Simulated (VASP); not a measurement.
# YS (Fm-3m) in VASP: further runs

YS is run at these levels: LDA; tasks: single point.

All numbers are computed with VASP 6.6.1; they aren't measurements. Logs are shortened: lines on timing, memory, paths and dates and some standing lists are left out, and cuts for length are marked.

**1. The cell of the first run**

It takes space group Fm-3m (No. 225, cubic). The conventional cell has a = 5.298 Å, b = 5.298 Å, c = 5.298 Å, α = 90.00°, β = 90.00°, γ = 90.00°. Y (site symmetry m-3m) has 6 S at 2.65 Å within 3.5 Å. Within 3.5 Å of S (site symmetry m-3m) lie 6 Y at 2.65 Å.

**2. Single point, LDA**

Input file INCAR:

```
PREC = Accurate
ENCUT = 520
EDIFF = 1E-6
ISMEAR = 1
SIGMA = 0.15
LREAL = F
LASPH = T
NELM = 80
ALGO = Normal
ISIF = 2
LWAVE = F
LCHARG = F
GGA = CA
NBANDS = 16
```

Input file KPOINTS:

```
regular mesh
0
Gamma
  7 7 7
```

Input file POSCAR:

```
YS
1.0
    0.0000000000      2.6489649501      2.6489649501
    2.6489649501      0.0000000000      2.6489649501
    2.6489649501      2.6489649501      0.0000000000
Y S
1 1
Direct
    0.5000000000      0.5000000000      0.5000000000
    0.0000000000      0.0000000000      0.0000000000
```

Potentials or basis: VASP PAW LDA potentials, release 64 (Y_sv, S).

The run is started by

```
$ cat potpaw_LDA.64/Y_sv/POTCAR potpaw_LDA.64/S/POTCAR > POTCAR
$ mpirun -np 1 vasp_std > vasp.out
```

OUTCAR:

```text
PREC = Accurate
   ENCUT = 520
   EDIFF = 1E-6
   ISMEAR = 1
   LREAL = F
   LASPH = T
   NELM = 80
   ISIF = 2
   GGA = CA

 ion  position               nearest neighbor table
   1  0.500  0.500  0.500-   2 2.65   2 2.65   2 2.65   2 2.65   2 2.65   2 2.65
   2  0.000  0.000  0.000-   1 2.65   1 2.65   1 2.65   1 2.65   1 2.65   1 2.65

  LATTYP: Found a face centered cubic cell.
 ALAT       =     5.2979299002

  Lattice vectors:

 A1 = (   0.0000000000,   2.6489649501,   2.6489649501)
 A2 = (   2.6489649501,   0.0000000000,   2.6489649501)
 A3 = (   2.6489649501,   2.6489649501,   0.0000000000)

Analysis of symmetry for initial positions (statically):
=====================================================================
 Subroutine PRICEL returns:
 Original cell was already a primitive cell.

 Routine SETGRP: Setting up the symmetry group for a
 face centered cubic supercell.

 Subroutine GETGRP returns: Found 48 space group operations
 (whereof 48 operations were pure point group operations)
 out of a pool of 48 trial point group operations.

The static configuration has the point symmetry O_h .

Analysis of symmetry for dynamics (positions and initial velocities):
=====================================================================
 Subroutine PRICEL returns:
 Original cell was already a primitive cell.

 Routine SETGRP: Setting up the symmetry group for a
 face centered cubic supercell.

 Subroutine GETGRP returns: Found 48 space group operations
 (whereof 48 operations were pure point group operations)
 out of a pool of 48 trial point group operations.

The dynamic configuration has the point symmetry O_h .

 Subroutine INISYM returns: Found 48 space group operations
 (whereof 48 operations are pure point group operations),
 and found     1 'primitive' translations

----------------------------------------------------------------------------------------

                                     Primitive cell

  volume of cell :      37.1757

  direct lattice vectors                    reciprocal lattice vectors
     0.000000000  2.648964950  2.648964950    -0.188752969  0.188752969  0.188752969
     2.648964950  0.000000000  2.648964950     0.188752969 -0.188752969  0.188752969
     2.648964950  2.648964950  0.000000000     0.188752969  0.188752969 -0.188752969

  length of vectors
     3.746202159  3.746202159  3.746202159     0.326929733  0.326929733  0.326929733

  position of ions in fractional coordinates (direct lattice)
     0.500000000  0.500000000  0.500000000
     0.000000000  0.000000000  0.000000000

  ion indices of the primitive-cell ions
   primitive index   ion index
                 1           1
                 2           2

----------------------------------------------------------------------------------------

 KPOINTS: regular mesh

Automatic generation of k-mesh.
 Grid dimensions read from file:
 generate k-points for:    7    7    7

 Generating k-lattice:

  Cartesian coordinates                     Fractional coordinates (reciprocal lattice)
    -0.026964710  0.026964710  0.026964710     0.142857143  0.000000000  0.000000000
     0.026964710 -0.026964710  0.026964710     0.000000000  0.142857143  0.000000000
     0.026964710  0.026964710 -0.026964710     0.000000000  0.000000000  0.142857143

  Length of vectors
     0.046704248  0.046704248  0.046704248

  Shift w.r.t. Gamma in fractional coordinates (k-lattice)
     0.000000000  0.000000000  0.000000000

 Subroutine IBZKPT returns following result:
 ===========================================

 Found     20 irreducible k-points:

 Following reciprocal coordinates:
            Coordinates               Weight
  0.000000  0.000000  0.000000      1.000000
  0.142857  0.000000  0.000000      8.000000
  0.285714  0.000000  0.000000      8.000000
  0.428571  0.000000  0.000000      8.000000
  0.142857  0.142857  0.000000      6.000000
  0.285714  0.142857  0.000000     24.000000
[... 12 lines left out ...]
 -0.428571  0.428571  0.142857     24.000000
 -0.285714  0.428571  0.142857     24.000000
   k-points           NKPTS =     20   k-points in BZ     NKDIM =     20   number of bands    NBANDS=     16
   number of dos      NEDOS =    301   number of ions     NIONS =      2
   total plane-waves  NPLWV =  21952
   dimension x,y,z NGX =    28 NGY =   28 NGZ =   28
   dimension x,y,z NGXF=    56 NGYF=   56 NGZF=   56
   ions per type =               1   1
   NGX,Y,Z   is equivalent  to a cutoff of  12.43, 12.43, 12.43 a.u.
   NGXF,Y,Z  is equivalent  to a cutoff of  24.85, 24.85, 24.85 a.u.
 SYSTEM =  unknown system
   PREC   = accura    normal or accurate (medium, high low for compatibility)
   ISTART =      0    job   : 0-new  1-cont  2-samecut
   ICHARG =      2    charge: 1-file 2-atom 10-const
   ISPIN  =      1    spin polarized calculation?
   LNONCOLLINEAR =      F non collinear calculations
   LSORBIT =      F    spin-orbit coupling
   LASPH  =      T    aspherical Exc in radial PAW
   ENCUT  =  520.0 eV  38.22 Ry    6.18 a.u.   6.97  6.97  6.97*2*pi/ulx,y,z
   NELM   =     80;   NELMIN=  2; NELMDL= -5     # of ELM steps
   EDIFF  = 0.1E-05   stopping-criterion for ELM
   LREAL  =      F    real-space projection
   EDIFFG = 0.1E-04   stopping-criterion for IOM
   NSW    =      0    number of steps for IOM
   IBRION =     -1    ionic relax: 0-MD 1-quasi-New 2-CG
   NFREE  =      0    steps in history (QN), initial steepest desc. (CG)
   ISIF   =      2    stress and relaxation
   ISYM   =      2    0-nonsym 1-usesym 2-fastsym
   POTIM  = 0.5000    time-step for ionic-motion
   TEBEG  =    0.0;   TEEND  =   0.0 temperature during run
   PSTRESS=    0.0 pullay stress
   NELECT =      17.0000    total number of electrons
   NUPDOWN=      -1.0000    fix difference up-down
   EMIN   =  10.00;   EMAX   =-10.00  energy-range for DOS
   EFERMI =   0.00;   METHOD = LEGACY
   ISMEAR =     1;   SIGMA  =   0.15  broadening in eV -4-tet -1-fermi 0-gaus
   EFERMI_NEDOS =   21; number of points for ismear=-14 and -15
   IALGO  =     38    algorithm
   IMIX   =      4    mixing-type and parameters
     AMIX     =   0.40;   BMIX     =  1.00
     AMIX_MAG =   1.60;   BMIX_MAG =  1.00
  volume/ion in A,a.u.               =      18.59       125.44
  Fermi-wavevector in a.u.,A,eV,Ry     =   1.261261  2.383437 21.643863  1.590779
  Thomas-Fermi vector in A             =   2.394729
   LORBIT       =      0    0 simple, 1 ext, 2 COOP (PROOUT), +10 PAW based schemes
   GGA     = CA    functional components
   LHFCALC =     F    Hartree Fock is set to
   AEXX    =    0.0000 exact exchange contribution
   IVDW    =     0    specifies the selected vdW correction
   LEPSILON=     F    determine dielectric tensor
   LRPA    =     F    only Hartree local field effects (RPA)
 non-spin polarized calculation
 Methfessel and Paxton  Order N= 1 SIGMA  =   0.15
  energy-cutoff  :      520.00
  volume of cell :       37.18
 maximum number of plane-waves:      1011
   NGX = 13   NGY = 13   NGZ = 13

 number of electron      17.0000002 magnetization

 Free energy of the ion-electron system (eV)
  ---------------------------------------------------
  ext. energy  EPLUGINS =         0.00000000
  ---------------------------------------------------
  free energy    TOTEN  =       -15.96710783 eV

  energy without entropy =      -15.96665740  energy(sigma->0) =      -15.96695769

 E-fermi :   7.6402     XC(G=0): -11.2653

 val. band max:        7.4733875889   @ k =   0.1429   0.0000   0.0000
 cond. band min:       7.6448675387   @ k =   0.1429   0.0000   0.0000
 fundamental gap:      0.1714799498
 Fermi energy:         7.6401539113

 k-point     1 :       0.0000    0.0000    0.0000
  band No.  band energies     occupation
      1     -35.2312      2.00000
      2     -15.2956      2.00000
      3     -15.2956      2.00000
      4     -15.2956      2.00000
      5      -7.8438      2.00000
      6       4.2075      2.00000
[... 8 lines left out ...]
     15      14.5076      0.00000
     16      21.2702      0.00000

 k-point     2 :       0.1429    0.0000    0.0000
  band No.  band energies     occupation
      1     -35.2214      2.00000
      2     -15.4407      2.00000
      3     -15.3047      2.00000
      4     -15.3047      2.00000
      5      -7.5384      2.00000
      6       3.0892      2.00000
[... 8 lines left out ...]
     15      15.5386      0.00000
     16      19.5037      0.00000

 k-point     3 :       0.2857    0.0000    0.0000
  band No.  band energies     occupation
      1     -35.1993      2.00000
      2     -15.7410      2.00000
      3     -15.3250      2.00000
      4     -15.3250      2.00000
      5      -6.8239      2.00000
      6       1.3559      2.00000
[... 8 lines left out ...]
     15      16.4418      0.00000
     16      17.3247      0.00000

 k-point     4 :       0.4286    0.0000    0.0000
  band No.  band energies     occupation
      1     -35.1815      2.00000
      2     -15.9613      2.00000
      3     -15.3412      2.00000
      4     -15.3412      2.00000
      5      -6.1875      2.00000
      6       0.1964      2.00000
[... 8 lines left out ...]
     15      14.9927      0.00000
     16      14.9927      0.00000
[... 248 lines left out ...]
 k-point    18 :      -0.4286    0.2857    0.1429
  band No.  band energies     occupation
      1     -35.1709      2.00000
      2     -15.8182      2.00000
      3     -15.5217      2.00000
      4     -15.4080      2.00000
      5      -6.5231      2.00000
      6       0.9818      2.00000
[... 8 lines left out ...]
     15      15.5209      0.00000
     16      16.0009      0.00000

 k-point    19 :      -0.4286    0.4286    0.1429
  band No.  band energies     occupation
      1     -35.1655      2.00000
      2     -15.7478      2.00000
      3     -15.5354      2.00000
      4     -15.4936      2.00000
      5      -6.8554      2.00000
      6       1.7831      2.00000
[... 8 lines left out ...]
     15      15.5914      0.00000
     16      17.3001      0.00000

 k-point    20 :      -0.2857    0.4286    0.1429
  band No.  band energies     occupation
      1     -35.1639      2.00000
      2     -15.6758      2.00000
      3     -15.6606      2.00000
      4     -15.4780      2.00000
      5      -6.6963      2.00000
      6       1.6276      2.00000
[... 8 lines left out ...]
     15      16.0261      0.00000
     16      16.6899      0.00000

------------------------ aborting loop because EDIFF is reached ----------------------------------------

  FORCE on cell =-STRESS in cart. coord.  units (eV):
  Direction    XX          YY          ZZ          XY          YZ          ZX
  --------------------------------------------------------------------------------------
  -------------------------------------------------------------------------------------
  Total        1.9978409      1.9978409      1.9978409      0.0000000      0.0000000      0.0000000
  in kB       86.1019224     86.1019224     86.1019224      0.0000000      0.0000000      0.0000000
  external PRESSURE =      86.1019224 kB  Pullay stress =       0.0000000 kB

 VOLUME and BASIS-vectors are now :
 -----------------------------------------------------------------------------
  energy-cutoff  :      520.00
  volume of cell :       37.18
      direct lattice vectors                 reciprocal lattice vectors
     0.000000000  2.648964950  2.648964950    -0.188752969  0.188752969  0.188752969
     2.648964950  0.000000000  2.648964950     0.188752969 -0.188752969  0.188752969
     2.648964950  2.648964950  0.000000000     0.188752969  0.188752969 -0.188752969

 POSITION                                       TOTAL-FORCE (eV/Angst)
 -----------------------------------------------------------------------------------
      2.64896      2.64896      2.64896         0.000000      0.000000      0.000000
      0.00000      0.00000      0.00000        -0.000000     -0.000000     -0.000000
 -----------------------------------------------------------------------------------
    total drift:                                0.000000      0.000000      0.000000

  FREE ENERGIE OF THE ION-ELECTRON SYSTEM (eV)
  ---------------------------------------------------
  free  energy   TOTEN  =       -15.9671078340 eV

  energy  without entropy=      -15.9666574005  energy(sigma->0) =      -15.96695769
```

Wall time 12 s (1 thread of Intel Xeon Platinum 8488C (Sapphire Rapids), shared host); peak memory 0.16 GiB.

Results:

| Property | Result |
| --- | --- |
| Free energy | -15.9671 eV |
| Pressure | 8.6 GPa |

Levels at points of the mesh, in eV from the Fermi level:
| k point | band 5 | band 6 | band 7 | band 8 | band 9 | band 10 | band 11 | band 12 | band 13 | band 14 |
| --- | --- | --- | --- | --- | --- | --- | --- | --- | --- | --- |
| (0.00, 0.00, 0.00) | -15.48 | -3.43 | -3.43 | -3.43 | -0.44 | -0.44 | -0.44 | 0.52 | 0.52 | 2.03 |

**3. Single point, LDA**

This run uses another cell than the first one, of 19.10 Å³/atom, 1.028 times its volume.

Input file INCAR:

```
SYSTEM = YS
PREC     = Accurate       ! precision mode
ENCUT    = 520            ! plane-wave cutoff, eV
EDIFF    = 1E-6           ! SCF threshold, eV
ISMEAR   = 1              ! smearing method
SIGMA    = 0.15           ! smearing width, eV
LREAL    = .FALSE.        ! projectors in reciprocal space
LASPH    = .TRUE.         ! aspherical terms in the spheres
NELM     = 100            ! most SCF steps
ALGO     = Normal         ! electronic algorithm
ISIF     = 2              ! what is computed and relaxed
LWAVE    = .FALSE.        ! write WAVECAR
LCHARG   = .FALSE.        ! write CHGCAR
GGA      = CA             ! functional
NBANDS   = 16             ! bands
```

Input file KPOINTS:

```
regular mesh
0
G
  7 7 7
  0 0 0
```

Input file POSCAR:

```
YS
1.0
    0.0000000000      2.6732687384      2.6732687384
    2.6732687384      0.0000000000      2.6732687384
    2.6732687384      2.6732687384      0.0000000000
Y S
1 1
Direct
    0.5000000000      0.5000000000      0.5000000000
    0.0000000000      0.0000000000      0.0000000000
```

Potentials or basis: VASP PAW LDA potentials, release 64 (Y_sv, S).

The run is started by

```
$ cat potpaw_LDA.64/Y_sv/POTCAR potpaw_LDA.64/S/POTCAR > POTCAR
$ mpirun -np 1 vasp_std > vasp.out
```

Run time: 17 s. Hardware: 1 thread of Intel Xeon Platinum 8488C (Sapphire Rapids), shared host; peak memory 0.16 GiB.

It converged, with:

```
Free energy : -16.0103 eV
Pressure    : 4.8 GPa
```

Levels at points of the mesh, in eV from the Fermi level:
| k point | band 5 | band 6 | band 7 | band 8 | band 9 | band 10 | band 11 | band 12 | band 13 | band 14 |
| --- | --- | --- | --- | --- | --- | --- | --- | --- | --- | --- |
| (0.00, 0.00, 0.00) | -15.40 | -3.46 | -3.46 | -3.46 | -0.42 | -0.42 | -0.42 | 0.51 | 0.51 | 1.78 |

**4. Single point, LDA**

This run uses another cell than the first one, of 20.14 Å³/atom, 1.083 times its volume.

INCAR: that of step 3 with these lines changed.

```diff
@@ -8,3 +8,3 @@
 LASPH    = .TRUE.         ! aspherical terms in the spheres
-NELM     = 100            ! most SCF steps
+NELM     = 80             ! most SCF steps
 ALGO     = Normal         ! electronic algorithm
@@ -12,4 +12,6 @@
 LWAVE    = .FALSE.        ! write WAVECAR
-LCHARG   = .FALSE.        ! write CHGCAR
+LCHARG   = .TRUE.         ! write CHGCAR
 GGA      = CA             ! functional
+LELF     = .TRUE.         ! ELF
+LVHAR    = .TRUE.       
 NBANDS   = 16             ! bands
```

KPOINTS is that of step 3.

Input file POSCAR:

```
YS
1.0
    0.0000000000      2.7205930276      2.7205930276
    2.7205930276      0.0000000000      2.7205930276
    2.7205930276      2.7205930276      0.0000000000
Y S
1 1
Direct
    0.5000000000      0.5000000000      0.5000000000
    0.0000000000      0.0000000000      0.0000000000
```

The run is started by

```
$ cat potpaw_LDA.64/Y_sv/POTCAR potpaw_LDA.64/S/POTCAR > POTCAR
$ mpirun -np 1 vasp_std > vasp.out
```

Run time: 20 s. Hardware: 1 thread of Intel Xeon Platinum 8488C (Sapphire Rapids), shared host; peak memory 0.17 GiB.

It converged, with:

```
Free energy : -16.0316 eV
Pressure    : -1.3 GPa
```

Levels at points of the mesh, in eV from the Fermi level:
```tsv
k point	band 6	band 7	band 8	band 9	band 10	band 11	band 12	band 13
(0.00, 0.00, 0.00)	-3.50	-3.50	-3.50	-0.38	-0.38	-0.38	0.49	0.49
```

**5. Single point, LDA**

This run uses another cell than the first one, of 20.65 Å³/atom, 1.111 times its volume.

Input file INCAR:

```
PREC = Accurate ; ENCUT = 520
EDIFF = 1E-6 ; ISMEAR = 1
SIGMA = 0.15 ; LREAL = F
LASPH = T ; NELM = 60
ALGO = Normal ; ISIF = 2
LWAVE = F ; LCHARG = T
GGA = CA ; LELF = T
LVHAR = T ; NBANDS = 16
```

Input file KPOINTS:

```
Automatic mesh
0
Gamma
  7 7 7
```

Input file POSCAR:

```
YS
1.0
    0.0000000000      2.7436500000      2.7436500000
    2.7436500000      0.0000000000      2.7436500000
    2.7436500000      2.7436500000      0.0000000000
Y S
1 1
Direct
    0.5000000000      0.5000000000      0.5000000000
    0.0000000000      0.0000000000      0.0000000000
```

The run is started by

```
$ cat potpaw_LDA.64/Y_sv/POTCAR potpaw_LDA.64/S/POTCAR > POTCAR
$ mpirun -np 1 vasp_std > vasp.out
```

Run time: 17 s. Hardware: 1 thread of Intel Xeon Platinum 8488C (Sapphire Rapids), shared host; peak memory 0.17 GiB.

It converged, with:

```
Free energy : -16.0151 eV
Pressure    : -3.8 GPa
```

Levels at points of the mesh, in eV from the Fermi level:
| k point | band 7 | band 8 | band 9 | band 10 | band 11 | band 12 |
| --- | --- | --- | --- | --- | --- | --- |
| (0.00, 0.00, 0.00) | -3.51 | -3.51 | -0.36 | -0.36 | -0.36 | 0.48 |

(Part 1 of 2 ends here.)
